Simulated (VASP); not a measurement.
# BP (I-4m2) in VASP: notebook

BP is run at these levels: PBE; tasks: single point.

Program: VASP 6.6.1. These are calculated values, not measurements. Logs are shortened: lines on timing, memory, paths and dates and some standing lists are left out, and cuts for length are marked.

## (1) The cell of the first run

Symmetry: I-4m2, No. 119, tetragonal system. The conventional cell has a = 3.208 Å, b = 3.208 Å, c = 4.718 Å, α = 90.00°, β = 90.00°, γ = 90.00°. Within 2.6 Å of B (site symmetry -4m2) lie 4 P at 1.99 Å. Within 2.6 Å of P (site symmetry -4m2) lie 4 B at 1.99 Å.

## (2) Single point, PBE (uniaxial z strain +4.0%)

Contents of INCAR:

```
PREC     = Accurate       # precision mode
ENCUT    = 520            # plane-wave cutoff, eV
EDIFF    = 1E-6           # SCF threshold, eV
ISMEAR   = 0              # smearing method
SIGMA    = 0.01           # smearing width, eV
LREAL    = F              # projectors in reciprocal space
LASPH    = T              # aspherical terms in the spheres
NELM     = 80             # most SCF steps
ALGO     = Normal         # electronic algorithm
ISIF     = 2              # what is computed and relaxed
LWAVE    = F              # write WAVECAR
LCHARG   = F              # write CHGCAR
GGA      = PE             # functional
NBANDS   = 11             # bands
```

Contents of KPOINTS:

```
Automatic mesh
0
Gamma
  6 6 6
```

Contents of POSCAR:

```
BP
1.0
    0.0000000000      2.2683156689      2.3590482957
    2.2683156689      0.0000000000      2.3590482957
    2.2683156689      2.2683156689      0.0000000000
B P
1 1
Direct
    0.0000000000      0.0000000000      0.0000000000
    0.2500000000      0.2500000000      0.2500000000
```

Potentials or basis: VASP PAW PBE potentials, release 64 (B, P).

Run with:

```bash
$ cat potpaw_PBE.64/B/POTCAR potpaw_PBE.64/P/POTCAR > POTCAR
$ mpirun -np 1 vasp_std > vasp.out
```

OUTCAR:

```text
PREC = Accurate
   ENCUT = 520
   EDIFF = 1E-6
   ISMEAR = 0
   LREAL = F
   LASPH = T
   NELM = 80
   ISIF = 2
   GGA = PE

 ion  position               nearest neighbor table
   1  0.000  0.000  0.000-   2 1.99   2 1.99   2 1.99   2 1.99
   2  0.250  0.250  0.250-   1 1.99   1 1.99   1 1.99   1 1.99

  LATTYP: Found a body centered tetragonal cell.
 ALAT       =     3.2078827827
 C/A-ratio  =     1.4707821049

  Lattice vectors:

 A1 = (  -2.2683156689,   0.0000000000,   2.3590482957)
 A2 = (   2.2683156689,   0.0000000000,   2.3590482957)
 A3 = (   0.0000000000,   2.2683156689,  -2.3590482957)

Analysis of symmetry for initial positions (statically):
=====================================================================
 Subroutine PRICEL returns:
 Original cell was already a primitive cell.

 Routine SETGRP: Setting up the symmetry group for a
 body centered tetragonal supercell.

 Subroutine GETGRP returns: Found  8 space group operations
 (whereof  8 operations were pure point group operations)
 out of a pool of 16 trial point group operations.

The static configuration has the point symmetry D_2d.

Analysis of symmetry for dynamics (positions and initial velocities):
=====================================================================
 Subroutine PRICEL returns:
 Original cell was already a primitive cell.

 Routine SETGRP: Setting up the symmetry group for a
 body centered tetragonal supercell.

 Subroutine GETGRP returns: Found  8 space group operations
 (whereof  8 operations were pure point group operations)
 out of a pool of 16 trial point group operations.

The dynamic configuration has the point symmetry D_2d.

 Subroutine INISYM returns: Found  8 space group operations
 (whereof  8 operations are pure point group operations),
 and found     1 'primitive' translations

----------------------------------------------------------------------------------------

                                     Primitive cell

  volume of cell :      24.2758

  direct lattice vectors                    reciprocal lattice vectors
     0.000000000  2.268315669  2.359048296    -0.220427874  0.220427874  0.211949879
     2.268315669  0.000000000  2.359048296     0.220427874 -0.220427874  0.211949879
     2.268315669  2.268315669  0.000000000     0.220427874  0.220427874 -0.211949879

  length of vectors
     3.272669375  3.272669375  3.207882783     0.376961067  0.376961067  0.376961067

  position of ions in fractional coordinates (direct lattice)
     0.000000000  0.000000000  0.000000000
     0.250000000  0.250000000  0.250000000

  ion indices of the primitive-cell ions
   primitive index   ion index
                 1           1
                 2           2

----------------------------------------------------------------------------------------

 KPOINTS: Automatic mesh

Automatic generation of k-mesh.
 Grid dimensions read from file:
 generate k-points for:    6    6    6

 Generating k-lattice:

  Cartesian coordinates                     Fractional coordinates (reciprocal lattice)
    -0.036737979  0.036737979  0.035324980     0.166666667  0.000000000  0.000000000
     0.036737979 -0.036737979  0.035324980     0.000000000  0.166666667  0.000000000
     0.036737979  0.036737979 -0.035324980     0.000000000  0.000000000  0.166666667

  Length of vectors
     0.062826845  0.062826845  0.062826845

  Shift w.r.t. Gamma in fractional coordinates (k-lattice)
     0.000000000  0.000000000  0.000000000

 Subroutine IBZKPT returns following result:
 ===========================================

 Found     30 irreducible k-points:

 Following reciprocal coordinates:
            Coordinates               Weight
  0.000000  0.000000  0.000000      1.000000
  0.166667  0.000000  0.000000      8.000000
  0.333333  0.000000  0.000000      8.000000
  0.500000  0.000000  0.000000      4.000000
  0.166667  0.166667  0.000000      2.000000
  0.333333  0.166667  0.000000      8.000000
[... 16 lines left out ...]
  0.333333  0.000000  0.333333      4.000000
  0.500000  0.000000  0.333333     16.000000
 [... further k-points ...]
   k-points           NKPTS =     30   k-points in BZ     NKDIM =     30   number of bands    NBANDS=     11
   number of dos      NEDOS =    301   number of ions     NIONS =      2
   total plane-waves  NPLWV =  13824
   dimension x,y,z NGX =    24 NGY =   24 NGZ =   24
   dimension x,y,z NGXF=    48 NGYF=   48 NGZF=   48
   ions per type =               1   1
   NGX,Y,Z   is equivalent  to a cutoff of  12.19, 12.19, 12.44 a.u.
   NGXF,Y,Z  is equivalent  to a cutoff of  24.38, 24.38, 24.88 a.u.
 SYSTEM =  unknown system
   PREC   = accura    normal or accurate (medium, high low for compatibility)
   ISTART =      0    job   : 0-new  1-cont  2-samecut
   ICHARG =      2    charge: 1-file 2-atom 10-const
   ISPIN  =      1    spin polarized calculation?
   LNONCOLLINEAR =      F non collinear calculations
   LSORBIT =      F    spin-orbit coupling
   LASPH  =      T    aspherical Exc in radial PAW
   ENCUT  =  520.0 eV  38.22 Ry    6.18 a.u.   6.08  6.08  5.96*2*pi/ulx,y,z
   NELM   =     80;   NELMIN=  2; NELMDL= -5     # of ELM steps
   EDIFF  = 0.1E-05   stopping-criterion for ELM
   LREAL  =      F    real-space projection
   EDIFFG = 0.1E-04   stopping-criterion for IOM
   NSW    =      0    number of steps for IOM
   IBRION =     -1    ionic relax: 0-MD 1-quasi-New 2-CG
   NFREE  =      0    steps in history (QN), initial steepest desc. (CG)
   ISIF   =      2    stress and relaxation
   ISYM   =      2    0-nonsym 1-usesym 2-fastsym
   POTIM  = 0.5000    time-step for ionic-motion
   TEBEG  =    0.0;   TEEND  =   0.0 temperature during run
   PSTRESS=    0.0 pullay stress
   NELECT =       8.0000    total number of electrons
   NUPDOWN=      -1.0000    fix difference up-down
   EMIN   =  10.00;   EMAX   =-10.00  energy-range for DOS
   EFERMI =   0.00;   METHOD = LEGACY
   ISMEAR =     0;   SIGMA  =   0.01  broadening in eV -4-tet -1-fermi 0-gaus
   EFERMI_NEDOS =   21; number of points for ismear=-14 and -15
   IALGO  =     38    algorithm
   IMIX   =      4    mixing-type and parameters
     AMIX     =   0.40;   BMIX     =  1.00
     AMIX_MAG =   1.60;   BMIX_MAG =  1.00
  volume/ion in A,a.u.               =      12.14        81.91
  Fermi-wavevector in a.u.,A,eV,Ry     =   1.130785  2.136875 17.397440  1.278676
  Thomas-Fermi vector in A             =   2.267483
   LORBIT       =      0    0 simple, 1 ext, 2 COOP (PROOUT), +10 PAW based schemes
   GGA     = PE    functional components
   LHFCALC =     F    Hartree Fock is set to
   AEXX    =    0.0000 exact exchange contribution
   IVDW    =     0    specifies the selected vdW correction
   LEPSILON=     F    determine dielectric tensor
   LRPA    =     F    only Hartree local field effects (RPA)
 non-spin polarized calculation
 Gauss-broadening in eV      SIGMA  =   0.01
  energy-cutoff  :      520.00
  volume of cell :       24.28
 maximum number of plane-waves:       666
   NGX = 13   NGY = 13   NGZ = 11

 number of electron       7.9999999 magnetization

 Free energy of the ion-electron system (eV)
  ---------------------------------------------------
  ext. energy  EPLUGINS =         0.00000000
  ---------------------------------------------------
  free energy    TOTEN  =       -12.88156332 eV

  energy without entropy =      -12.88156332  energy(sigma->0) =      -12.88156332

 E-fermi :   7.1855     XC(G=0): -10.7419

 val. band max:        7.1256242578   @ k =   0.0000   0.0000   0.0000
 cond. band min:       8.2562074725   @ k =   0.3333   0.0000   0.3333
 fundamental gap:      1.1305832147
 Fermi energy:         7.1855383959

 k-point     1 :       0.0000    0.0000    0.0000
  band No.  band energies     occupation
      1      -8.1313      2.00000
      2       6.7317      2.00000
      3       7.1256      2.00000
      4       7.1256      2.00000
      5      10.2736      0.00000
      6      10.2736      0.00000
      7      10.4928      0.00000
      8      13.7636      0.00000
      9      18.2452      0.00000
     10      18.4896      0.00000
     11      19.5186      0.00000

 k-point     2 :       0.1667    0.0000    0.0000
  band No.  band energies     occupation
      1      -7.6490      2.00000
      2       4.2154      2.00000
      3       6.1924      2.00000
      4       6.5146      2.00000
      5      10.7602      0.00000
      6      11.1870      0.00000
      7      11.3563      0.00000
      8      15.1596      0.00000
      9      17.5298      0.00000
     10      18.1805      0.00000
     11      19.4805      0.00000

 k-point     3 :       0.3333    0.0000    0.0000
  band No.  band energies     occupation
      1      -6.2816      2.00000
      2       0.4351      2.00000
      3       5.3452      2.00000
      4       5.7901      2.00000
      5      10.5430      0.00000
      6      11.7996      0.00000
      7      11.9202      0.00000
      8      16.8725      0.00000
      9      18.7195      0.00000
     10      18.7254      0.00000
     11      20.1604      0.00000

 k-point     4 :       0.5000    0.0000    0.0000
  band No.  band energies     occupation
      1      -4.9482      2.00000
      2      -1.7691      2.00000
      3       5.0349      2.00000
      4       5.5335      2.00000
      5      10.3735      0.00000
      6      11.6799      0.00000
      7      11.8614      0.00000
      8      16.9991      0.00000
      9      21.1386      0.00000
     10      21.1501      0.00000
     11      21.9402      0.00000
[... 239 lines left out ...]
 k-point    22 :      -0.3333    0.5000    0.1667
  band No.  band energies     occupation
      1      -3.4516      2.00000
      2      -1.2142      2.00000
      3       2.0369      2.00000
      4       2.1351      2.00000
      5      11.1965      0.00000
      6      11.8395      0.00000
      7      15.9239      0.00000
      8      16.4566      0.00000
      9      19.4333      0.00000
     10      22.6783      0.00000
     11      22.7335      0.00000

 k-point    23 :       0.3333    0.0000    0.3333
  band No.  band energies     occupation
      1      -5.5639      2.00000
      2       1.6001      2.00000
      3       3.4596      2.00000
      4       3.5637      2.00000
      5       8.2562      0.00000
      6      10.2597      0.00000
      7      15.8518      0.00000
      8      16.8194      0.00000
      9      20.0987      0.00000
     10      21.6596      0.00000
     11      23.8028      0.00000

 k-point    24 :       0.5000    0.0000    0.3333
  band No.  band energies     occupation
      1      -4.0957      2.00000
      2      -0.3534      2.00000
      3       1.9943      2.00000
      4       3.3061      2.00000
      5       8.8058      0.00000
      6      10.9356      0.00000
      7      16.2951      0.00000
      8      17.2972      0.00000
      9      20.3511      0.00000
     10      22.0310      0.00000
     11      24.0121      0.00000

 [... further k-points ...]
[... 5 lines left out ...]
  --------------------------------------------------------------------------------------
  -------------------------------------------------------------------------------------
  Total       -0.2050529     -0.2050529     -1.8168390      0.0000000      0.0000000      0.0000000
  in kB      -13.5332650    -13.5332650   -119.9093977      0.0000000      0.0000000      0.0000000
  external PRESSURE =     -48.9919759 kB  Pullay stress =       0.0000000 kB

 VOLUME and BASIS-vectors are now :
 -----------------------------------------------------------------------------
  energy-cutoff  :      520.00
  volume of cell :       24.28
      direct lattice vectors                 reciprocal lattice vectors
     0.000000000  2.268315669  2.359048296    -0.220427874  0.220427874  0.211949879
     2.268315669  0.000000000  2.359048296     0.220427874 -0.220427874  0.211949879
     2.268315669  2.268315669  0.000000000     0.220427874  0.220427874 -0.211949879

 POSITION                                       TOTAL-FORCE (eV/Angst)
 -----------------------------------------------------------------------------------
      0.00000      0.00000      0.00000         0.000000      0.000000      0.000000
      1.13416      1.13416      1.17952        -0.000000     -0.000000     -0.000000
 -----------------------------------------------------------------------------------
    total drift:                                0.000000      0.000000      0.000000

  FREE ENERGIE OF THE ION-ELECTRON SYSTEM (eV)
  ---------------------------------------------------
  free  energy   TOTEN  =       -12.8815633232 eV

  energy  without entropy=      -12.8815633232  energy(sigma->0) =      -12.88156332
```

It took 5.1 s on 1 thread of AMD EPYC 7R13 (Zen 3), shared host; peak memory 0.1 GiB.

Results:

```yaml
Free_energy: -12.8816 eV
Pressure: -4.9 GPa
Band_gap_on_the_k_mesh: 1.13 eV, indirect (least direct gap 3.15 eV)
```

Stress tensor (GPa, compression positive):
```
 -1.35   0.00   0.00
  0.00  -1.35   0.00
  0.00   0.00 -11.99
```

Caveat: the cell differs from its parent crystal (uniaxial z strain +4.0%). A k mesh can miss the band edges.

## (3) Single point, PBE (uniaxial z strain -3.0%)

Contents of INCAR:

```
SYSTEM = BP
  ALGO = Normal
  EDIFF = 1E-6
  ENCUT = 520
  GGA = PE
  ISIF = 2
  ISMEAR = -1
  LASPH = .TRUE.
  LCHARG = .FALSE.
  LREAL = .FALSE.
  LWAVE = .FALSE.
  NBANDS = 11
  NELM = 80
  PREC = Accurate
  SIGMA = 0.02
```

Contents of KPOINTS:

```
k-points
0
G
  10 10 10
  0 0 0
```

Contents of POSCAR:

```
BP
1.0
    0.0000000000      2.2683156689      2.2002661989
    2.2683156689      0.0000000000      2.2002661989
    2.2683156689      2.2683156689      0.0000000000
B P
1 1
Direct
    0.0000000000      0.0000000000      0.0000000000
    0.2500000000      0.2500000000      0.2500000000
```

Potentials or basis: VASP PAW PBE potentials, release 64 (B, P).

Run with:

```bash
$ cat potpaw_PBE.64/B/POTCAR potpaw_PBE.64/P/POTCAR > POTCAR
$ mpirun -np 1 vasp_std > vasp.out
```

It took 14 s on 1 thread of AMD EPYC 7R13 (Zen 3), shared host; peak memory 0.12 GiB.

Results (log left out):

```
Free energy            : -12.9024 eV
Pressure               : 6.4 GPa
Band gap on the k mesh : 0.74 eV, indirect (least direct gap 3.14 eV)
```

Stress tensor (GPa, compression positive):
```
 3.70  0.00  0.00
 0.00  3.70  0.00
 0.00  0.00 11.71
```

Levels at points of the mesh, in eV from the valence-band top:
```
           k point  band 1  band 2  band 3  band 4  band 5  band 6  band 7  band 8  band 9
(0.00, 0.00, 0.00)  -15.94   -0.29   -0.29    0.00    3.14    3.32    3.32    7.65   11.53
(0.50, 0.00, 0.00)  -12.49   -9.46   -2.19   -1.80    3.65    4.38    4.83   10.05   14.29
(0.50, 0.50, 0.00)  -10.71   -8.75   -4.64   -4.64    0.85    1.14   12.20   12.20   15.63
(0.50, 0.00, 0.50)  -11.02   -9.03   -4.34   -4.28    1.19    1.58   11.87   12.53   15.17
```

Caveat: the cell differs from its parent crystal (uniaxial z strain -3.0%). A k mesh can miss the band edges.

[end of part 1 of 2]
